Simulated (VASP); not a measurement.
Set up this calculation in VASP 6.6.1, as the native input.

```yaml
Task: single point
Functional: LDA
Potentials_or_basis: VASP PAW LDA potentials, release 64 (O)
Cutoff: 520 eV
k_mesh: 7 × 7 × 7
Occupations: methfessel-paxton, width 0.05 eV
Spin: no spin polarisation
Dipole_correction: no
Further_INCAR_settings: ALGO = Normal; EDIFF = 1e-07; NBANDS = 13
```

The structure of O lies in POSCAR:

```
O
1.0
    1.6749479049      0.9670316238      3.7319995215
   -1.6749479049      0.9670316238      3.7319995215
    0.0000000000     -1.9340632475      3.7319995215
O
2
Direct
    0.0688237696      0.0681598684      0.0228749034
    0.9311762692      0.9318401705      0.9771251356
```

The input as run:

INCAR

```
PREC = Accurate
ENCUT = 520
EDIFF = 1E-7
ISMEAR = 1
SIGMA = 0.05
LREAL = F
LASPH = T
NELM = 100
ALGO = Normal
ISIF = 2
LWAVE = F
LCHARG = T
LELF = T
LVHAR = T
NBANDS = 13
```

KPOINTS

```
Automatic mesh
0
Gamma
  7 7 7
```

Potentials or basis: VASP PAW LDA potentials, release 64 (O).

The run is started by

```console
$ cat potpaw_LDA.64/O/POTCAR > POTCAR
$ mpirun -np 1 vasp_std > vasp.out
```

Results of the run:

```yaml
Pressure: -2.4 GPa
Largest_force: 1.227 eV/Å
Band_gap_on_the_k_mesh: zero (bands 6 and 7 overlap by 0.47 eV)
```

Caveat: the standard files for N, O and F lose accuracy on very short bonds; spin is off for a triplet molecule; forces of over 1 eV/Å act on the atoms, so gaps and moduli don't describe the material at rest.

Wall time 46 s on 1 thread of AMD EPYC 9R45 96-Core Processor (Zen 5), on a shared host, peak memory 0.15 GiB.
